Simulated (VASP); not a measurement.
**MnS: single point with PBE**

The system is MnS.

```
Mn S
1.0
     1.83000    1.05655    2.97092
    -1.83000    1.05655    2.97092
     0.00000   -2.11310    2.97092
Mn S
1 1
Direct
  0.00000 0.00000 0.00000
  0.50000 0.50000 0.50000
```

```
Program             : VASP 6.6.1
Task                : single point
Functional          : PBE
Potentials or basis : VASP PAW PBE potentials, release 64 (Mn_pv, S)
Cutoff              : 520 eV
k mesh              : 9 × 9 × 9
Occupations         : fermi-dirac, width 0.05 eV
Spin                : collinear spin, ferromagnetic start
Starting moments    : [0.92, 0.0] μB
```

```json
{
  "Pressure": "-1.7 GPa",
  "Net moment": "4.66 μB per cell",
  "Site moments": "Mn +4.22; S +0.10 μB",
  "Valence electrons inside the program's atomic spheres": "Mn 11.33; S 3.73"
}
```

Stress tensor (GPa, compression positive):
```
-1.81  0.00  0.00
 0.00 -1.81  0.00
 0.00  0.00 -1.35
```

Levels at points of the mesh, in eV from the Fermi level:
Spin up:
| k point | band 10 | band 11 | band 12 | band 13 | band 14 | band 15 |
| --- | --- | --- | --- | --- | --- | --- |
| (0.00, 0.00, 0.00) | -1.93 | -1.93 | -1.88 | 1.89 | 8.61 | 8.61 |
Spin down:
| k point | band 3 | band 4 | band 5 | band 6 | band 7 | band 8 | band 9 | band 10 | band 11 | band 12 |
| --- | --- | --- | --- | --- | --- | --- | --- | --- | --- | --- |
| (0.00, 0.00, 0.00) | -46.19 | -14.47 | -1.72 | -1.72 | -1.67 | 0.23 | 0.23 | 0.26 | 0.30 | 0.30 |

It took 3.8 min on 1 thread of Intel Xeon 8259CL (shared host), peak memory 0.23 GiB.

Caveat: a cell with one magnetic atom can't hold antiferromagnetic order, which such compounds often take; semilocal functionals often make such compounds metallic where correlation or magnetic order opens a gap, which also shifts bond lengths. With open d or f shells a metallic result of PBE can be an artefact of self-interaction; +U or a hybrid may open a gap.
